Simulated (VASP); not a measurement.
Runs of VASP 6.6.1 on BN. The structure is that of space group P6_3/mmc (No. 194), or close to it. The cells are those of the table. 

```tsv
cell	gap on the mesh (eV)	pressure (GPa)
a = 2.640, b = 2.640, c = 6.168 Å, angles 90.0, 90.0, 120.0°, 4 atoms	4.48	-32.3
a = 2.461, b = 2.461, c = 7.101 Å, angles 90.0, 90.0, 120.0°, 4 atoms	5.06	(a)
a = 2.292, b = 2.292, c = 8.188 Å, angles 90.0, 90.0, 120.0°, 4 atoms	4.25	76.3
a = 2.354, b = 2.354, c = 7.763 Å, angles 90.0, 90.0, 120.0°, 4 atoms	4.57	50.0
a = 2.423, b = 2.423, c = 7.325 Å, angles 90.0, 90.0, 120.0°, 4 atoms	4.95	24.5
a = 2.535, b = 2.535, c = 6.690 Å, angles 90.0, 90.0, 120.0°, 4 atoms	4.82	-8.8
a = 2.694, b = 2.694, c = 5.924 Å, angles 90.0, 90.0, 120.0°, 4 atoms	(b)	-41.8
a = 2.571, b = 2.571, c = 6.502 Å, angles 90.0, 90.0, 120.0°, 4 atoms	4.67	(c)
```

Alike in all rows: task single point; level r2SCAN; potentials or basis VASP PAW PBE potentials, release 64 (B, N); no spin polarisation; k mesh 12 × 12 × 4; cutoff (eV) 520; smearing gaussian 0.05 eV.

Estimate the missing entries.

(a) 12.3; (b) 4.30; (c) -17.7.

Caveats: the PAW data sets were made with another functional, which shifts forces and pressure a little.

A k mesh can miss the band edges.
